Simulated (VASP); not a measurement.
Write the native input for VASP 6.6.1 that does the following.

```yaml
Task: single point
Functional: PBE
Potentials_or_basis: VASP PAW PBE potentials, release 64 (B, N)
Cutoff: 520 eV
k_mesh: 10 × 10 × 10
Occupations: gaussian, width 0.01 eV
Spin: no spin polarisation
Dipole_correction: no
Further_INCAR_settings: ALGO = Normal; EDIFF = 1e-06; NBANDS = 11
```

The structure of BN (Qingsongite) lies in POSCAR:

```
BN
1.0
    0.0000000000      1.7923102062      1.7923102062
    1.7923102062      0.0000000000      1.7923102062
    1.7923102062      1.7923102062      0.0000000000
B N
1 1
Direct
    0.0000000000      0.0000000000      0.0000000000
    0.2500000000      0.2500000000      0.2500000000
```

The input as run:

INCAR

```
SYSTEM = BN
ALGO = Normal
EDIFF = 1E-6
ENCUT = 520
GGA = PE
ISIF = 2
ISMEAR = 0
LASPH = .True.
LCHARG = .True.
LELF = .True.
LREAL = .False.
LVHAR = .True.
LWAVE = .False.
NBANDS = 11
NELM = 60
PREC = Accurate
SIGMA = 0.01
```

KPOINTS

```
k-points
0
Gamma
  10 10 10
  0 0 0
```

Potentials or basis: VASP PAW PBE potentials, release 64 (B, N).

Run with:

```console
$ cat potpaw_PBE.64/B/POTCAR potpaw_PBE.64/N/POTCAR > POTCAR
$ mpirun -np 1 vasp_std > vasp.out
```

It gave:

| Item | Value |
| --- | --- |
| Pressure | 13.5 GPa |
| Band gap on the k mesh | 4.49 eV, indirect (least direct gap 8.94 eV) |

Wall time 3.7 s on 1 thread of Intel Xeon 6975P-C (shared host), peak memory 0.12 GiB.
